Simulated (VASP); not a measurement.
Set up this calculation in VASP 6.6.1, as the native input.

| Quantity | Value |
| --- | --- |
| Task | single point |
| Functional | r2SCAN |
| Potentials or basis | VASP PAW PBE potentials, release 64 (Ta_pv, Ru_pv) |
| Cutoff | 440 eV |
| k mesh | 6 × 5 × 1 |
| Occupations | methfessel-paxton, width 0.1 eV |
| Spin | no spin polarisation |
| Dipole correction | yes |
| Further INCAR settings | ALGO = Normal; EDIFF = 1e-06; NBANDS = 46 |

The system is TaRu, a slab with vacuum.

```xyz
6
Lattice="3.0530 0.0000 0.0000 0.0000 3.3890 0.0000 0.0000 0.0000 17.6325" Properties=species:S:1:pos:R:3 pbc="T T T"
Ta    1.5265    1.6945    6.5265
Ta    1.5265    1.6945    9.5795
Ta    1.5265    1.6945   12.6325
Ru    0.0000    0.0000    5.0000
Ru    0.0000    0.0000    8.0530
Ru    0.0000    0.0000   11.1060
```

One way to write it, as run:

POSCAR

```
TaRu
1.0
    3.0530000000      0.0000000000      0.0000000000
    0.0000000000      3.3890000000      0.0000000000
    0.0000000000      0.0000000000     17.6325000000
Ta Ru
3 3
Direct
    0.5000000000      0.5000000000      0.3701403658
    0.5000000000      0.5000000000      0.5432865447
    0.5000000000      0.5000000000      0.7164327237
    0.0000000000      0.0000000000      0.2835672763
    0.0000000000      0.0000000000      0.4567134553
    0.0000000000      0.0000000000      0.6298596342
```

INCAR.step1

```
ALGO     = Normal         # electronic algorithm
DIPOL    = 0.5 0.5 0.500
EDIFF    = 1E-5           # SCF threshold, eV
ENCUT    = 440            # plane-wave cutoff, eV
GGA      = PE             # functional
GGA_COMPAT= False        
IDIPOL   = 3            
ISMEAR   = 1              # smearing method
LASPH    = True           # aspherical terms in the spheres
LCHARG   = False          # write CHGCAR
LDIPOL   = True         
LREAL    = False          # projectors in reciprocal space
LWAVE    = True           # write WAVECAR
NBANDS   = 46             # bands
NELM     = 120            # most SCF steps
NELMDL   = -8           
PREC     = Accurate       # precision mode
SIGMA    = 0.1            # smearing width, eV
```

INCAR.step2

```
ALGO     = Normal         # electronic algorithm
DIPOL    = 0.5 0.5 0.500
EDIFF    = 1E-6           # SCF threshold, eV
ENCUT    = 440            # plane-wave cutoff, eV
GGA_COMPAT= False        
IDIPOL   = 3            
ISIF     = 2              # what is computed and relaxed
ISMEAR   = 1              # smearing method
ISTART   = 1            
LASPH    = True           # aspherical terms in the spheres
LCHARG   = False          # write CHGCAR
LDIPOL   = True         
LMIXTAU  = True         
LREAL    = False          # projectors in reciprocal space
LWAVE    = False          # write WAVECAR
METAGGA  = R2SCAN         # meta-GGA
NBANDS   = 46             # bands
NELM     = 120            # most SCF steps
PREC     = Accurate       # precision mode
SIGMA    = 0.1            # smearing width, eV
```

KPOINTS

```
k-points
0
Gamma
  6 5 1
```

Potentials or basis: VASP PAW PBE potentials, release 64 (Ta_pv, Ru_pv).

Launch:

```sh
$ cat potpaw_PBE.64/Ta_pv/POTCAR potpaw_PBE.64/Ru_pv/POTCAR > POTCAR
$ cp INCAR.step1 INCAR
$ mpirun -np 1 vasp_std > vasp.out
$ cp INCAR.step2 INCAR
$ mpirun -np 1 vasp_std > vasp.out
```

Results of the run:

```
Largest force          : 3.400 eV/Å
Band gap on the k mesh : zero (an odd number of electrons rules out a gap without spin polarisation)
```

Caveat: the k points lie up to 0.37 Å⁻¹ apart, too coarse for converged energies and pressures of a metal; the PAW data sets were made with another functional, which shifts forces and pressure a little; spin-orbit coupling is left out, which moves the levels of the heavy elements.

Run time: 3.7 min on 1 thread of Intel(R) Xeon(R) 6975P-C (Granite Rapids), with other jobs on the host, peak memory 0.31 GiB.
